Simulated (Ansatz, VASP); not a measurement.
# Ca in VASP and in Ansatz

```
CELL_PARAMETERS angstrom
0.00000 2.77090 2.77090
2.77090 0.00000 2.77090
2.77090 2.77090 0.00000
ATOMIC_POSITIONS crystal
Ca 0.00000 0.00000 0.00000
```

Alike in both runs: functional BLYP; k mesh 10 × 10 × 10; occupations fermi-dirac, width 0.1 eV; no spin polarisation.

Ansatz relaxed the structure, and its values are those at the end. VASP's run is a single point on that final structure, the one shown.

```csv
,VASP,Ansatz
version,VASP 6.6.1,Ansatz 0.2.0
potentials or method,"VASP PAW PBE potentials, release 64 (Ca_sv), cutoff 520 eV","plane waves (420 eV) with PAW, scalar-relativistic"
valence electrons in the cell,10,10
```

```tsv
	VASP	Ansatz	Ansatz less VASP
pressure (GPa)	0.0	0.0	-0.01
```

VASP's potentials were made for PBE, not for BLYP.
